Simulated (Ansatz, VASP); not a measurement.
**Two plane-wave programs on Si**

File POSCAR:

```
Si
1.0
    2.5245844849      0.0000000000      0.0000000000
    0.0000000000      2.5245844849      0.0000000000
    0.0000000000      0.0000000000      2.5245844849
Si
1
Direct
    0.5000000000      0.5000000000      0.5000000000
```

INCAR.step1

```
ALGO = Normal ; EDIFF = 1E-4
ENCUT = 600 ; GGA = PE
ISMEAR = 0 ; LASPH = True
LCHARG = False ; LREAL = False
LWAVE = True ; NELM = 80
PREC = Accurate ; SIGMA = 0.1
```

The input INCAR.step2:

```
ALGO = Normal ; EDIFF = 1E-6
EDIFFG = -0.01 ; ENCUT = 600
IBRION = 2 ; ISIF = 3
ISMEAR = 0 ; ISTART = 1
LASPH = True ; LCHARG = False
LMIXTAU = True ; LREAL = False
LWAVE = False ; METAGGA = R2SCAN
NELM = 80 ; NSW = 100
PREC = Accurate ; SIGMA = 0.1
```

File KPOINTS:

```
k-points
0
Gamma
  22 22 22
```

Input for Ansatz:

```yaml
crystal:
  lattice:
    - [2.5245844849, 0.0, 0.0]
    - [0.0, 2.5245844849, 0.0]
    - [0.0, 0.0, 2.5245844849]
  atoms:
    - { symbol: Si, position: [0.5, 0.5, 0.5] }
basis:
  ecutwfc: 500
kpoints:
  mp_grid: { grid: [22, 22, 22] }
hamiltonian:
  xc: r2scan
scf:
  occupations: { method: gaussian, width: 0.1 }
output:
  forces: true
  stress: true
  eigenvalues: true
relax:
  adjacent_minimum: "off"
  f_tol: 0.01
  max_steps: 80
  cell: { stress_tol: 0.05 }
```

Alike in both runs: task relaxation of cell and atoms; functional r2SCAN; k mesh 22 × 22 × 22; occupations gaussian, width 0.1 eV; no spin polarisation.

|  | VASP | Ansatz |
| --- | --- | --- |
| version | VASP 6.6.1 | Ansatz 0.2.0 |
| potentials or method | VASP PAW PBE potentials, release 64 (Si), cutoff 600 eV | scalar-relativistic, plane waves, PAW |
| valence electrons in the cell | 4 | 4 |

VASP gave:

| Quantity | Value |
| --- | --- |
| gap on the k mesh at the Fermi level, each at its own relaxed structure (eV) | none |
| relaxed volume (Å³/atom) | 16.09 |
| relaxed length of the cell vector where the two differ most in proportion (Å) | 2.525 |

Q: Estimate Ansatz's values.

A: gap on the k mesh at the Fermi level, each at its own relaxed structure (eV): none; relaxed volume (Å³/atom): 16.11; relaxed length of the cell vector where the two differ most in proportion (Å): 2.526.

VASP's potentials were made for PBE, not for r2SCAN. A gap of «none» marks a metal or a gap that the smearing closes.

Noted on VASP's run: the relaxation stopped at its first step, so nothing moved.
